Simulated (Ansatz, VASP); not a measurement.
**One calculation of SrTiO3, two programs**

INCAR

```
PREC = Accurate ; ENCUT = 520
EDIFF = 1E-6 ; ISMEAR = 0
SIGMA = 0.02 ; LREAL = Auto
LASPH = True ; NELM = 100
ALGO = Normal ; ISIF = 2
LWAVE = False ; LCHARG = False
GGA = PS ; NBANDS = 163
```

KPOINTS

```
Automatic mesh
0
Gamma
  3 3 3
```

POSCAR

```
SrTiO3
1.0
   -3.8911418854      3.8911418854     -3.8911418854
    7.7822837707      3.8911418854      0.0000000000
    0.0000000000     -7.7822837707     -3.8911418854
Sr Ti O
7 7 21
Direct
    0.8571428571      0.4285714286      0.1428571429
    0.1428571429      0.5714285714      0.8571428571
    0.5714285714      0.2857142857      0.4285714286
    0.4285714286      0.7142857143      0.5714285714
    0.7142857143      0.8571428571      0.2857142857
    0.0000000000      0.0000000000      0.0000000000
    0.2857142857      0.1428571429      0.7142857143
    0.0714285714      0.2857142857      0.4285714286
    0.3571428571      0.4285714286      0.1428571429
    0.7857142857      0.1428571429      0.7142857143
    0.6428571429      0.5714285714      0.8571428571
    0.9285714286      0.7142857143      0.5714285714
    0.2142857143      0.8571428571      0.2857142857
    0.5000000000      0.0000000000      0.0000000000
    0.2142857143      0.3571428571      0.2857142857
    0.5000000000      0.5000000000      0.0000000000
    0.9285714286      0.2142857143      0.5714285714
    0.7857142857      0.6428571429      0.7142857143
    0.0714285714      0.7857142857      0.4285714286
    0.3571428571      0.9285714286      0.1428571429
    0.6428571429      0.0714285714      0.8571428571
    0.3571428571      0.4285714286      0.6428571429
    0.6428571429      0.5714285714      0.3571428571
    0.0714285714      0.2857142857      0.9285714286
    0.9285714286      0.7142857143      0.0714285714
    0.2142857143      0.8571428571      0.7857142857
    0.5000000000      0.0000000000      0.5000000000
    0.7857142857      0.1428571429      0.2142857143
    0.1428571429      0.0714285714      0.3571428571
    0.4285714286      0.2142857143      0.0714285714
    0.8571428571      0.9285714286      0.6428571429
    0.7142857143      0.3571428571      0.7857142857
    0.0000000000      0.5000000000      0.5000000000
    0.2857142857      0.6428571429      0.2142857143
    0.5714285714      0.7857142857      0.9285714286
```

Input for Ansatz:

```yaml
crystal:
  lattice:
    - [-3.8911418854, 3.8911418854, -3.8911418854]
    - [7.7822837707, 3.8911418854, 0.0]
    - [0.0, -7.7822837707, -3.8911418854]
  atoms:
    - { symbol: Sr, position: [0.8571428571, 0.4285714286, 0.1428571429] }
    - { symbol: Sr, position: [0.1428571429, 0.5714285714, 0.8571428571] }
    - { symbol: Sr, position: [0.5714285714, 0.2857142857, 0.4285714286] }
    - { symbol: Sr, position: [0.4285714286, 0.7142857143, 0.5714285714] }
    - { symbol: Sr, position: [0.7142857143, 0.8571428571, 0.2857142857] }
    - { symbol: Sr, position: [0.0, 0.0, 0.0] }
    - { symbol: Sr, position: [0.2857142857, 0.1428571429, 0.7142857143] }
    - { symbol: Ti, position: [0.0714285714, 0.2857142857, 0.4285714286] }
    - { symbol: Ti, position: [0.3571428571, 0.4285714286, 0.1428571429] }
    - { symbol: Ti, position: [0.7857142857, 0.1428571429, 0.7142857143] }
    - { symbol: Ti, position: [0.6428571429, 0.5714285714, 0.8571428571] }
    - { symbol: Ti, position: [0.9285714286, 0.7142857143, 0.5714285714] }
    - { symbol: Ti, position: [0.2142857143, 0.8571428571, 0.2857142857] }
    - { symbol: Ti, position: [0.5, 0.0, 0.0] }
    - { symbol: O, position: [0.2142857143, 0.3571428571, 0.2857142857] }
    - { symbol: O, position: [0.5, 0.5, 0.0] }
    - { symbol: O, position: [0.9285714286, 0.2142857143, 0.5714285714] }
    - { symbol: O, position: [0.7857142857, 0.6428571429, 0.7142857143] }
    - { symbol: O, position: [0.0714285714, 0.7857142857, 0.4285714286] }
    - { symbol: O, position: [0.3571428571, 0.9285714286, 0.1428571429] }
    - { symbol: O, position: [0.6428571429, 0.0714285714, 0.8571428571] }
    - { symbol: O, position: [0.3571428571, 0.4285714286, 0.6428571429] }
    - { symbol: O, position: [0.6428571429, 0.5714285714, 0.3571428571] }
    - { symbol: O, position: [0.0714285714, 0.2857142857, 0.9285714286] }
    - { symbol: O, position: [0.9285714286, 0.7142857143, 0.0714285714] }
    - { symbol: O, position: [0.2142857143, 0.8571428571, 0.7857142857] }
    - { symbol: O, position: [0.5, 0.0, 0.5] }
    - { symbol: O, position: [0.7857142857, 0.1428571429, 0.2142857143] }
    - { symbol: O, position: [0.1428571429, 0.0714285714, 0.3571428571] }
    - { symbol: O, position: [0.4285714286, 0.2142857143, 0.0714285714] }
    - { symbol: O, position: [0.8571428571, 0.9285714286, 0.6428571429] }
    - { symbol: O, position: [0.7142857143, 0.3571428571, 0.7857142857] }
    - { symbol: O, position: [0.0, 0.5, 0.5] }
    - { symbol: O, position: [0.2857142857, 0.6428571429, 0.2142857143] }
    - { symbol: O, position: [0.5714285714, 0.7857142857, 0.9285714286] }
basis:
  ecutwfc: 420
  xc_grid: 2
kpoints:
  mp_grid: { grid: [3, 3, 3], shift: [0.0, 0.0, 0.0] }
hamiltonian:
  xc: pbesol
scf:
  occupations: { method: gaussian, width: 0.02 }
output:
  forces: true
  stress: true
  eigenvalues: true
```

Alike in both runs: task single point; functional PBEsol; k mesh 3 × 3 × 3; occupations gaussian, width 0.02 eV; no spin polarisation.

|  | VASP | Ansatz |
| --- | --- | --- |
| version | VASP 6.6.1 | Ansatz 0.2.0 |
| potentials or method | VASP PAW PBE potentials, release 64 (Sr_sv, Ti_sv, O), cutoff 520 eV | scalar-relativistic, plane waves, PAW |
| valence electrons in the cell | 280 | 280 |

```csv
,VASP,Ansatz,Ansatz less VASP
gap on the k mesh at the Fermi level (eV),1.88,1.91,+0.032
least direct gap on the mesh (eV),2.04,2.07,+0.027
pressure (GPa),0.7,0.0,-0.68
```

VASP's potentials were made for PBE, not for PBEsol.
